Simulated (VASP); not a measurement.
Wanted: the native input for a VASP 6.6.1 run.

```yaml
Task: single point
Functional: PBE
Potentials_or_basis: VASP PAW PBE potentials, release 64 (C)
Cutoff: 520 eV
k_mesh: 12 × 12 × 12
Occupations: gaussian, width 0.05 eV
Spin: no spin polarisation
Dipole_correction: no
Further_INCAR_settings: ALGO = Normal; EDIFF = 1e-06; NBANDS = 11
```

The structure of C lies in POSCAR:

```
C
1.0
    0.0000000000      1.7567899477      1.7567899477
    1.7567899477      0.0000000000      1.7567899477
    1.7567899477      1.7567899477      0.0000000000
C
2
Direct
    0.5000000000      0.5000000000      0.5000000000
    0.7500000000      0.7500000000      0.7500000000
```

This cell differs from its parent crystal: volume 5.422 Å^3 an atom, c/a of the conventional cell 1.0000.

These files were run (other wordings do the same):

INCAR

```
SYSTEM = C
PREC = Accurate ; ENCUT = 520
EDIFF = 1E-6 ; ISMEAR = 0
SIGMA = 0.05 ; LREAL = .FALSE.
LASPH = .TRUE. ; NELM = 80
ALGO = Normal ; ISIF = 2
LWAVE = .FALSE. ; LCHARG = .TRUE.
GGA = PE ; LELF = .TRUE.
LVHAR = .TRUE. ; NBANDS = 11
```

KPOINTS

```
Automatic mesh
0
G
  12 12 12
  0 0 0
```

Potentials or basis: VASP PAW PBE potentials, release 64 (C).

Command:

```console
$ cat potpaw_PBE.64/C/POTCAR > POTCAR
$ mpirun -np 1 vasp_std > vasp.out
```

It gave:

- Pressure: 24.1 GPa
- Band gap on the k mesh: 4.26 eV, indirect (least direct gap 5.71 eV)

Wall time 5 s on 1 thread of AMD EPYC 7R13 Processor (Zen 3), on a shared host, peak memory 0.08 GiB.
